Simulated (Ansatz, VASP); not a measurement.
# Mg: VASP beside Ansatz

Contents of INCAR:

```
ALGO = Fast
EDIFF = 1E-6
EDIFFG = -0.002
ENCUT = 600
GGA = PE
IBRION = 2
ISIF = 3
ISMEAR = 0
LASPH = True
LCHARG = False
LREAL = False
LWAVE = False
NELM = 80
NSW = 100
PREC = Accurate
SIGMA = 0.1
```

The input KPOINTS:

```
k-points
0
Gamma
  15 15 8
```

Contents of POSCAR:

```
Mg
1.0
    3.2093000000      0.0000000000      0.0000000000
   -1.6046500000      2.7793353300      0.0000000000
    0.0000000000      0.0000000000      5.2103000000
Mg
2
Direct
    0.3333333300      0.6666666700      0.2500000000
    0.6666666700      0.3333333300      0.7500000000
```

Input for Ansatz:

```yaml
crystal:
  lattice:
    - [3.2093, 0.0, 0.0]
    - [-1.60465, 2.77933533, 0.0]
    - [0.0, 0.0, 5.2103]
  atoms:
    - { symbol: Mg, position: [0.33333333, 0.66666667, 0.25] }
    - { symbol: Mg, position: [0.66666667, 0.33333333, 0.75] }
basis:
  ecutwfc: 420
kpoints:
  mp_grid: { grid: [15, 15, 8] }
hamiltonian:
  xc: pbe
  pseudopotentials: { kind: paw, azcp: { folder: soft_1 } }
scf:
  occupations: { method: gaussian, width: 0.1 }
output:
  forces: true
  stress: true
  eigenvalues: true
  write_density: true
  write_potential: true
  elf: true
  volumetric_format: npy
relax:
  adjacent_minimum: "off"
  f_tol: 0.002
  max_steps: 80
  cell: { stress_tol: 0.02 }
```

Alike in both runs: task relaxation of cell and atoms; functional PBE; k mesh 15 × 15 × 8; occupations gaussian, width 0.1 eV; no spin polarisation.

```csv
,VASP,Ansatz
version,VASP 6.6.1,Ansatz 0.2.0
potentials or method,"VASP PAW PBE potentials, release 64 (Mg), cutoff 600 eV","scalar-relativistic, plane waves, PAW"
valence electrons in the cell,4,20
```

VASP gave:

* gap on the k mesh at the Fermi level, each at its own relaxed structure (eV): none
* relaxed volume (Å³/atom): 22.86
* relaxed cell length with the largest relative difference (Å): 5.134

Q: Estimate Ansatz's values.

A: gap on the k mesh at the Fermi level, each at its own relaxed structure (eV): none; relaxed volume (Å³/atom): 22.93; relaxed cell length with the largest relative difference (Å): 5.140.

A gap of «none» marks a metal or a gap that the smearing closes. VASP's potentials hold 4 valence electrons a cell and Ansatz's 20, so a difference there can come from the potentials and not from the codes.
